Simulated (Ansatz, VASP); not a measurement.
# Two plane-wave programs on BAs

```
B As
1.0
     3.38397    0.00000    0.00000
    -1.69199    2.93060    0.00000
     0.00000    0.00000    5.12058
B As
1 1
Direct
  0.66667 0.33333 0.50000
  0.33333 0.66667 0.50000
```

Alike in both runs: task single point; functional PBE; k mesh 12 × 12 × 8; occupations gaussian, width 0.02 eV; no spin polarisation.

```csv
,VASP,Ansatz
version,VASP 6.6.1,Ansatz 0.2.0
potentials or method,"VASP PAW PBE potentials, release 64 (B, As), cutoff 520 eV","scalar-relativistic, plane waves, PAW"
valence electrons in the cell,8,18
```

```csv
,VASP,Ansatz,Ansatz less VASP
gap on the k mesh at the Fermi level (eV),0.44,0.45,+0.010
least direct gap on the mesh (eV),0.71,0.72,+0.010
pressure (GPa),0.4,0.0,-0.40
"traceless stress, the component that is largest in VASP (GPa)",-0.40,0.01,+0.409
```

With one functional, cell and mesh, what is left measures potentials, basis and numerics. VASP's potentials hold 8 valence electrons a cell and Ansatz's 18, so a difference there can come from the potentials and not from the codes.
